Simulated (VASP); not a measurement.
# CsZn (CsCl type) (Pm-3m) in VASP: notebook

CsZn (CsCl type) is run at these levels: PBE; tasks: single point.

Everything below comes from runs of VASP 6.6.1. Logs are shortened: lines on timing, memory, paths and dates and some standing lists are left out, and cuts for length are marked.

## (1) The cell of the first run

It takes space group Pm-3m (No. 221, cubic). The conventional cell has a = 3.640 Å, b = 3.640 Å, c = 3.640 Å, α = 90.00°, β = 90.00°, γ = 90.00°. Cs (site symmetry m-3m) has 8 Zn at 3.15 Å and 6 Cs at 3.64 Å within 4.1 Å. Within 4.1 Å of Zn (site symmetry m-3m) lie 8 Cs at 3.15 Å and 6 Zn at 3.64 Å.

## (2) Single point, PBE (volume scaled by 0.5)

The input, INCAR:

```
SYSTEM = CsZn
PREC = Accurate
ENCUT = 520
EDIFF = 1E-6
ISMEAR = -1
SIGMA = 0.05
LREAL = .FALSE.
LASPH = .TRUE.
NELM = 60
ALGO = Normal
ISIF = 2
LWAVE = .FALSE.
LCHARG = .FALSE.
GGA = PE
NBANDS = 18
```

The input, KPOINTS:

```
regular mesh
0
G
  8 8 8
  0 0 0
```

The input, POSCAR:

```
CsZn
1.0
    3.6399459845      0.0000000000      0.0000000000
    0.0000000000      3.6399459845      0.0000000000
    0.0000000000      0.0000000000      3.6399459845
Cs Zn
1 1
Direct
    0.0000000000      0.0000000000      0.0000000000
    0.5000000000      0.5000000000      0.5000000000
```

Potentials or basis: VASP PAW PBE potentials, release 64 (Cs_sv, Zn).

Launch:

```
> cat potpaw_PBE.64/Cs_sv/POTCAR potpaw_PBE.64/Zn/POTCAR > POTCAR
> mpirun -np 1 vasp_std > vasp.out
```

OUTCAR:

```text
SYSTEM = CsZn
   PREC = Accurate
   ENCUT = 520
   EDIFF = 1E-6
   ISMEAR = -1
   LREAL = .FALSE.
   LASPH = .TRUE.
   NELM = 60
   ISIF = 2
   GGA = PE

 ion  position               nearest neighbor table
   1  0.000  0.000  0.000-
   2  0.500  0.500  0.500-

  LATTYP: Found a simple cubic cell.
 ALAT       =     3.6399459845

  Lattice vectors:

 A1 = (   3.6399459845,   0.0000000000,   0.0000000000)
 A2 = (   0.0000000000,   3.6399459845,   0.0000000000)
 A3 = (   0.0000000000,   0.0000000000,   3.6399459845)

Analysis of symmetry for initial positions (statically):
=====================================================================
 Subroutine PRICEL returns:
 Original cell was already a primitive cell.

 Routine SETGRP: Setting up the symmetry group for a
 simple cubic supercell.

 Subroutine GETGRP returns: Found 48 space group operations
 (whereof 48 operations were pure point group operations)
 out of a pool of 48 trial point group operations.

The static configuration has the point symmetry O_h .

Analysis of symmetry for dynamics (positions and initial velocities):
=====================================================================
 Subroutine PRICEL returns:
 Original cell was already a primitive cell.

 Routine SETGRP: Setting up the symmetry group for a
 simple cubic supercell.

 Subroutine GETGRP returns: Found 48 space group operations
 (whereof 48 operations were pure point group operations)
 out of a pool of 48 trial point group operations.

The dynamic configuration has the point symmetry O_h .

 Subroutine INISYM returns: Found 48 space group operations
 (whereof 48 operations are pure point group operations),
 and found     1 'primitive' translations

----------------------------------------------------------------------------------------

                                     Primitive cell

  volume of cell :      48.2264

  direct lattice vectors                    reciprocal lattice vectors
     3.639945985  0.000000000  0.000000000     0.274729352  0.000000000  0.000000000
     0.000000000  3.639945985  0.000000000     0.000000000  0.274729352  0.000000000
     0.000000000  0.000000000  3.639945985     0.000000000  0.000000000  0.274729352

  length of vectors
     3.639945985  3.639945985  3.639945985     0.274729352  0.274729352  0.274729352

  position of ions in fractional coordinates (direct lattice)
     0.000000000  0.000000000  0.000000000
     0.500000000  0.500000000  0.500000000

  ion indices of the primitive-cell ions
   primitive index   ion index
                 1           1
                 2           2

----------------------------------------------------------------------------------------

 KPOINTS: regular mesh

Automatic generation of k-mesh.
 Grid dimensions read from file:
 generate k-points for:    8    8    8

 Generating k-lattice:

  Cartesian coordinates                     Fractional coordinates (reciprocal lattice)
     0.034341169  0.000000000  0.000000000     0.125000000  0.000000000  0.000000000
     0.000000000  0.034341169  0.000000000     0.000000000  0.125000000  0.000000000
     0.000000000  0.000000000  0.034341169     0.000000000  0.000000000  0.125000000

  Length of vectors
     0.034341169  0.034341169  0.034341169

  Shift w.r.t. Gamma in fractional coordinates (k-lattice)
     0.000000000  0.000000000  0.000000000

 Subroutine IBZKPT returns following result:
 ===========================================

 Found     35 irreducible k-points:

 Following reciprocal coordinates:
            Coordinates               Weight
  0.000000  0.000000  0.000000      1.000000
  0.125000  0.000000  0.000000      6.000000
  0.250000  0.000000  0.000000      6.000000
  0.375000  0.000000  0.000000      6.000000
  0.500000  0.000000  0.000000      3.000000
  0.125000  0.125000  0.000000     12.000000
[... 16 lines left out ...]
  0.375000  0.375000  0.125000     24.000000
  0.500000  0.375000  0.125000     24.000000
 [... further k-points ...]
   k-points           NKPTS =     35   k-points in BZ     NKDIM =     35   number of bands    NBANDS=     18
   number of dos      NEDOS =    301   number of ions     NIONS =      2
   total plane-waves  NPLWV =  21952
   dimension x,y,z NGX =    28 NGY =   28 NGZ =   28
   dimension x,y,z NGXF=    56 NGYF=   56 NGZF=   56
   ions per type =               1   1
   NGX,Y,Z   is equivalent  to a cutoff of  12.79, 12.79, 12.79 a.u.
   NGXF,Y,Z  is equivalent  to a cutoff of  25.58, 25.58, 25.58 a.u.
 SYSTEM =  CsZn
   PREC   = accura    normal or accurate (medium, high low for compatibility)
   ISTART =      0    job   : 0-new  1-cont  2-samecut
   ICHARG =      2    charge: 1-file 2-atom 10-const
   ISPIN  =      1    spin polarized calculation?
   LNONCOLLINEAR =      F non collinear calculations
   LSORBIT =      F    spin-orbit coupling
   LASPH  =      T    aspherical Exc in radial PAW
   ENCUT  =  520.0 eV  38.22 Ry    6.18 a.u.   6.77  6.77  6.77*2*pi/ulx,y,z
   NELM   =     60;   NELMIN=  2; NELMDL= -5     # of ELM steps
   EDIFF  = 0.1E-05   stopping-criterion for ELM
   LREAL  =      F    real-space projection
   EDIFFG = 0.1E-04   stopping-criterion for IOM
   NSW    =      0    number of steps for IOM
   IBRION =     -1    ionic relax: 0-MD 1-quasi-New 2-CG
   NFREE  =      0    steps in history (QN), initial steepest desc. (CG)
   ISIF   =      2    stress and relaxation
   ISYM   =      2    0-nonsym 1-usesym 2-fastsym
   POTIM  = 0.5000    time-step for ionic-motion
   TEBEG  =    0.0;   TEEND  =   0.0 temperature during run
   PSTRESS=    0.0 pullay stress
   NELECT =      21.0000    total number of electrons
   NUPDOWN=      -1.0000    fix difference up-down
   EMIN   =  10.00;   EMAX   =-10.00  energy-range for DOS
   EFERMI =   0.00;   METHOD = LEGACY
   ISMEAR =    -1;   SIGMA  =   0.05  broadening in eV -4-tet -1-fermi 0-gaus
   EFERMI_NEDOS =   21; number of points for ismear=-14 and -15
   IALGO  =     38    algorithm
   IMIX   =      4    mixing-type and parameters
     AMIX     =   0.40;   BMIX     =  1.00
     AMIX_MAG =   1.60;   BMIX_MAG =  1.00
  volume/ion in A,a.u.               =      24.11       162.72
  Fermi-wavevector in a.u.,A,eV,Ry     =   1.240851  2.344869 20.949045  1.539711
  Thomas-Fermi vector in A             =   2.375274
[... 17 lines left out ...]
  ---------------------------------------------------
  ext. energy  EPLUGINS =         0.00000000
  ---------------------------------------------------
  free energy    TOTEN  =        -0.08773097 eV

  energy without entropy =       -0.07360790  energy(sigma->0) =       -0.08066943

 E-fermi :   4.6829     XC(G=0): -10.3973

 val. band max:        4.6691123759   @ k =   0.3750   0.3750   0.2500
 cond. band min:       4.7355750454   @ k =   0.3750   0.1250   0.1250
 fundamental gap:      0.0664626695
 Fermi energy:         4.6829199551

 k-point     1 :       0.0000    0.0000    0.0000
  band No.  band energies     occupation
      1     -18.6822      2.00000
      2      -4.5949      2.00000
      3      -4.5949      2.00000
      4      -4.5949      2.00000
      5      -3.2218      2.00000
      6      -3.2218      2.00000
[... 10 lines left out ...]
     17      12.8184      0.00000
     18      12.8184      0.00000

 k-point     2 :       0.1250    0.0000    0.0000
  band No.  band energies     occupation
      1     -18.6406      2.00000
      2      -5.1637      2.00000
      3      -4.5860      2.00000
      4      -4.5860      2.00000
      5      -3.2153      2.00000
      6      -3.1610      2.00000
[... 10 lines left out ...]
     17      13.3634      0.00000
     18      13.3634      0.00000

 k-point     3 :       0.2500    0.0000    0.0000
  band No.  band energies     occupation
      1     -18.5369      2.00000
      2      -6.1707      2.00000
      3      -4.5665      2.00000
      4      -4.5665      2.00000
      5      -3.1995      2.00000
      6      -3.0644      2.00000
[... 10 lines left out ...]
     17      13.0916      0.00000
     18      14.2894      0.00000

 k-point     4 :       0.3750    0.0000    0.0000
  band No.  band energies     occupation
      1     -18.4283      2.00000
      2      -6.9514      2.00000
      3      -4.5496      2.00000
      4      -4.5496      2.00000
      5      -3.1837      2.00000
      6      -3.0270      2.00000
[... 10 lines left out ...]
     17      13.2547      0.00000
     18      15.3969      0.00000

 k-point     5 :       0.5000    0.0000    0.0000
  band No.  band energies     occupation
      1     -18.3816      2.00000
      2      -7.2379      2.00000
      3      -4.5433      2.00000
      4      -4.5433      2.00000
      5      -3.1772      2.00000
      6      -3.0251      2.00000
[... 10 lines left out ...]
     17      14.7363      0.00000
     18      15.8504      0.00000

 k-point     6 :       0.1250    0.1250    0.0000
  band No.  band energies     occupation
      1     -18.5996      2.00000
      2      -5.2483      2.00000
      3      -4.9770      2.00000
      4      -4.5691      2.00000
      5      -3.1891      2.00000
      6      -3.1283      2.00000
[... 10 lines left out ...]
     17      12.9714      0.00000
     18      14.5541      0.00000

 k-point     7 :       0.2500    0.1250    0.0000
  band No.  band energies     occupation
      1     -18.4975      2.00000
      2      -6.1098      2.00000
      3      -4.9801      2.00000
      4      -4.5307      2.00000
      5      -3.1762      2.00000
      6      -3.0516      2.00000
[... 10 lines left out ...]
     17      13.0463      0.00000
     18      14.2301      0.00000

 k-point     8 :       0.3750    0.1250    0.0000
  band No.  band energies     occupation
      1     -18.3905      2.00000
      2      -6.8639      2.00000
      3      -4.8949      2.00000
      4      -4.4957      2.00000
      5      -3.1684      2.00000
      6      -3.0418      2.00000
[... 10 lines left out ...]
     17      12.6866      0.00000
     18      14.1742      0.00000
[... 229 lines left out ...]
     17      13.5699      0.00000
     18      14.7295      0.00000

 k-point    20 :       0.2500    0.2500    0.1250
  band No.  band energies     occupation
      1     -18.3613      2.00000
      2      -6.0033      2.00000
      3      -5.6577      2.00000
      4      -4.8370      2.00000
      5      -3.1280      2.00000
      6      -3.0793      2.00000
[... 10 lines left out ...]
     17      13.2404      0.00000
     18      14.2581      0.00000

 k-point    21 :       0.3750    0.2500    0.1250
  band No.  band energies     occupation
      1     -18.2599      2.00000
      2      -6.5638      2.00000
      3      -5.6117      2.00000
      4      -4.7258      2.00000
      5      -3.1238      2.00000
      6      -3.0792      2.00000
[... 10 lines left out ...]
     17      13.3259      0.00000
     18      14.3135      0.00000

 k-point    22 :       0.5000    0.2500    0.1250
  band No.  band energies     occupation
      1     -18.2165      2.00000
      2      -6.8211      2.00000
      3      -5.5367      2.00000
      4      -4.6734      2.00000
      5      -3.1234      2.00000
      6      -3.0821      2.00000
[... 10 lines left out ...]
     17      14.2844      0.00000
     18      14.7653      0.00000

 k-point    23 :       0.3750    0.3750    0.1250
  band No.  band energies     occupation
      1     -18.1628      2.00000
      2      -6.3731      2.00000
      3      -6.2220      2.00000
      4      -4.5920      2.00000
      5      -3.1173      2.00000
      6      -3.0944      2.00000
[... 10 lines left out ...]
     17      13.7075      0.00000
     18      14.3678      0.00000

 k-point    24 :       0.5000    0.3750    0.1250
  band No.  band energies     occupation
      1     -18.1213      2.00000
      2      -6.5538      2.00000
      3      -6.1824      2.00000
      4      -4.5310      2.00000
      5      -3.1256      2.00000
      6      -3.0985      2.00000
[... 10 lines left out ...]
     17      14.3180      0.00000
     18      15.0852      0.00000

 [... further k-points ...]

------------------------ aborting loop because EDIFF is reached ----------------------------------------

  FORCE on cell =-STRESS in cart. coord.  units (eV):
  Direction    XX          YY          ZZ          XY          YZ          ZX
  --------------------------------------------------------------------------------------
  -------------------------------------------------------------------------------------
  Total        5.2289785      5.2289785      5.2289785      0.0000000      0.0000000      0.0000000
  in kB      173.7171201    173.7171201    173.7171201      0.0000000      0.0000000      0.0000000
  external PRESSURE =     173.7171201 kB  Pullay stress =       0.0000000 kB

 VOLUME and BASIS-vectors are now :
 -----------------------------------------------------------------------------
  energy-cutoff  :      520.00
  volume of cell :       48.23
      direct lattice vectors                 reciprocal lattice vectors
     3.639945985  0.000000000  0.000000000     0.274729352  0.000000000  0.000000000
     0.000000000  3.639945985  0.000000000     0.000000000  0.274729352  0.000000000
     0.000000000  0.000000000  3.639945985     0.000000000  0.000000000  0.274729352

 POSITION                                       TOTAL-FORCE (eV/Angst)
 -----------------------------------------------------------------------------------
      0.00000      0.00000      0.00000         0.000000      0.000000      0.000000
      1.81997      1.81997      1.81997         0.000000      0.000000      0.000000
 -----------------------------------------------------------------------------------
    total drift:                                0.000000      0.000000      0.000000

  FREE ENERGIE OF THE ION-ELECTRON SYSTEM (eV)
  ---------------------------------------------------
  free  energy   TOTEN  =        -0.0877309735 eV

  energy  without entropy=       -0.0736078952  energy(sigma->0) =       -0.08066943
```

Run time: 32 s. Hardware: 1 thread of Intel Xeon 8259CL, shared host; peak memory 0.17 GiB.

Results:

| Quantity | Value |
| --- | --- |
| Free energy | -0.0877 eV |
| Pressure | 17.4 GPa |

Levels at points of the mesh, in eV from the Fermi level:
```csv
k point,band 6,band 7,band 8,band 9,band 10,band 11,band 12,band 13,band 14,band 15
"(0.00, 0.00, 0.00)",-7.90,-7.72,-7.72,-7.72,-5.50,1.06,1.06,5.56,5.56,5.56
"(0.50, 0.00, 0.00)",-7.71,-7.63,-7.41,-7.41,-1.88,-1.38,2.01,2.31,2.31,6.50
"(0.50, 0.50, 0.00)",-7.79,-7.79,-7.79,-7.62,-4.55,2.39,2.39,2.56,5.07,5.07
"(0.50, 0.50, 0.50)",-7.62,-7.42,-7.42,-7.42,-1.90,-1.90,-1.90,-1.79,10.62,10.62
```

Caveat: spin-orbit coupling is left out, which moves the levels of the heavy elements.

(Continued in part 2 of 2.)
